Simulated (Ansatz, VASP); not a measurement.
One calculation of TaRu, two programs

```
CELL_PARAMETERS angstrom
3.18700 0.00000 0.00000
0.00000 3.18700 0.00000
0.00000 0.00000 3.18700
ATOMIC_POSITIONS crystal
Ta 0.50000 0.50000 0.50000
Ru 0.00000 0.00000 0.00000
```

Alike in both runs: task relaxation of cell and atoms; functional LDA; k mesh 6 × 6 × 6; occupations gaussian, width 0.1 eV; no spin polarisation.

|  | VASP | Ansatz |
| --- | --- | --- |
| version | VASP 6.6.1 | Ansatz 0.2.0 |
| potentials or method | VASP PAW LDA potentials, release 64 (Ta_sv_GW, Ru_sv), cutoff 600 eV | scalar-relativistic, plane waves, PAW |
| valence electrons in the cell | 29 | 29 |

Ansatz gave:

```
gap on the k mesh at the Fermi level, each at its own relaxed structure (eV) : none
relaxed volume (Å³/atom)                                                     : 15.18
relaxed cell length with the largest relative difference (Å)                 : 3.119
```

Q: Estimate VASP's values.

A: gap on the k mesh at the Fermi level, each at its own relaxed structure (eV): none; relaxed volume (Å³/atom): 15.22; relaxed cell length with the largest relative difference (Å): 3.122.

LDA's correlation is that of Perdew and Zunger in VASP and of Perdew and Wang (1992) in Ansatz. A gap of «none» marks a metal or a gap that the smearing closes.

Neither program's run includes spin-orbit coupling.
